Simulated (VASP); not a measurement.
C, 2 atoms in the cell. It takes space group I4_1/amd (No. 141, tetragonal). Conventional cell: a = 2.505 Å, b = 2.505 Å, c = 3.458 Å, α = 90.00°, β = 90.00°, γ = 90.00°. Within 2.0 Å of C (site symmetry -4m2) lie 4 C at 1.52 Å.  This cell differs from its parent crystal: volume 5.422 Å^3 an atom, c/a of the conventional cell 0.9762.

| Quantity | Value |
| --- | --- |
| Program | VASP 6.6.1 |
| Task | single point |
| Functional | PBE |
| Potentials or basis | VASP PAW PBE potentials, release 64 (C) |
| Cutoff | 520 eV |
| k mesh | 12 × 12 × 12 |
| Occupations | gaussian, width 0.05 eV |
| Spin | no spin polarisation |
| Dipole correction | no |
| Further INCAR settings | ALGO = Normal; EDIFF = 1e-06; NBANDS = 11 |

Potentials or basis: VASP PAW PBE potentials, release 64 (C).

Command:

```console
$ cat potpaw_PBE.64/C/POTCAR > POTCAR
$ mpirun -np 1 vasp_std > vasp.out
```

Hardware: 1 thread of Intel Xeon 8259CL, on a shared host.

How long does it take, and how much memory?

Run time: 24 s on 1 thread of Intel Xeon 8259CL, on a shared host, peak memory 0.12 GiB. Counts: scf iterations 11, k points 163.
